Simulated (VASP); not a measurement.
Sb2Se3: single point with PBE

Sb2Se3:

```
Sb Se
1.0
     8.07527    0.00000    0.00000
     0.00000    8.07527    0.00000
     0.00000    0.00000    5.60674
Sb Se
4 6
Direct
  0.00000 0.50000 0.00000
  0.50000 0.00000 0.00000
  0.00000 0.00000 0.50000
  0.50000 0.50000 0.50000
  0.77292 0.27292 0.50000
  0.22708 0.72708 0.50000
  0.72708 0.77292 0.50000
  0.27292 0.22708 0.50000
  0.00000 0.50000 0.50000
  0.50000 0.00000 0.50000
```

The cell was built from a structure type or drawn by symmetry, and may not be a known phase.

* Program: VASP 6.6.1
* Task: single point
* Functional: PBE
* Potentials or basis: VASP PAW PBE potentials, release 64 (Sb, Se)
* Cutoff: 500 eV
* k mesh: 2 × 2 × 2
* Occupations: gaussian, width 0.15 eV
* Spin: no spin polarisation

```json
{"Pressure": "-0.2 GPa", "Largest force": "0.030 eV/Å", "Band gap on the k mesh": "zero (bands 28 and 29 overlap by 0.32 eV)"}
```

Forces in eV/Å, atoms in the order of the input:
```
Sb   0.000  0.000  0.000
Sb   0.000  0.000  0.000
Sb   0.000  0.000  0.000
Sb   0.000  0.000  0.000
Se   0.022  0.022  0.000
Se  -0.022 -0.022  0.000
Se  -0.022  0.022  0.000
Se   0.022 -0.022  0.000
Se   0.000  0.000  0.000
Se   0.000  0.000  0.000
```

Stress tensor (GPa, compression positive):
```
-0.46  0.00  0.00
 0.00 -0.46  0.00
 0.00  0.00  0.23
```

Levels at points of the mesh, in eV from the Fermi level:
| k point | band 25 | band 26 | band 27 | band 28 | band 29 | band 30 | band 31 | band 32 |
| --- | --- | --- | --- | --- | --- | --- | --- | --- |
| (0.00, 0.00, 0.00) | -1.37 | -0.57 | -0.33 | -0.22 | -0.22 | 0.27 | 0.27 | 0.36 |
| (0.50, 0.00, 0.00) | -0.30 | -0.30 | -0.14 | -0.14 | 0.35 | 0.35 | 0.52 | 0.52 |
| (0.50, 0.50, 0.00) | -0.61 | -0.61 | 0.01 | 0.01 | 0.36 | 0.36 | 0.45 | 0.45 |
| (0.00, 0.00, 0.50) | -1.05 | -0.90 | -0.53 | -0.53 | -0.31 | 0.13 | 0.13 | 0.33 |
| (0.50, 0.00, 0.50) | -0.13 | -0.13 | 0.01 | 0.01 | 0.08 | 0.08 | 0.42 | 0.42 |
| (0.50, 0.50, 0.50) | -0.53 | -0.53 | -0.27 | -0.27 | 0.01 | 0.01 | 0.30 | 0.30 |

It took 55 s on 1 thread of Intel(R) Xeon(R) 6975P-C (Granite Rapids), on a shared host, peak memory 0.4 GiB.

Caveat: the k points lie up to 0.56 Å⁻¹ apart; spin-orbit coupling is left out, which moves the levels of the heavy elements.
